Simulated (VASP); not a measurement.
MgO, 4 atoms in the cell. It takes space group P6_3/mmc (No. 194, hexagonal). The conventional cell has a = 3.476 Å, b = 3.476 Å, c = 4.190 Å, α = 90.00°, β = 90.00°, γ = 120.00°. Within 2.7 Å of Mg (site symmetry -6m2) lie 5 O at 2.01 to 2.09 Å. Within 2.7 Å of O (site symmetry -6m2) lie 5 Mg at 2.01 to 2.09 Å. 

* Program: VASP 6.6.1
* Task: vibrations by perturbation theory
* Functional: PBE
* Potentials or basis: VASP PAW PBE potentials, release 64 (Mg, O)
* Cutoff: 520 eV
* k mesh: 6 × 6 × 6
* Occupations: gaussian, width 0.01 eV
* Spin: no spin polarisation
* Dipole correction: no
* Further INCAR settings: ALGO = Normal; EDIFF = 1e-08; NBANDS = 16; IBRION = 8; NSW = 1

Potentials or basis: VASP PAW PBE potentials, release 64 (Mg, O).

Launch:

```console
$ cat potpaw_PBE.64/Mg/POTCAR potpaw_PBE.64/O/POTCAR > POTCAR
$ mpirun -np 1 vasp_std > vasp.out
```

Hardware: 1 thread of Intel(R) Xeon(R) 6975P-C (Granite Rapids) (shared host).

How long does it take, and how much memory?

Run time: 3 min on 1 thread of Intel(R) Xeon(R) 6975P-C (Granite Rapids), with other jobs on the host, peak memory 0.3 GiB. Counts: scf iterations 126, k points 28.
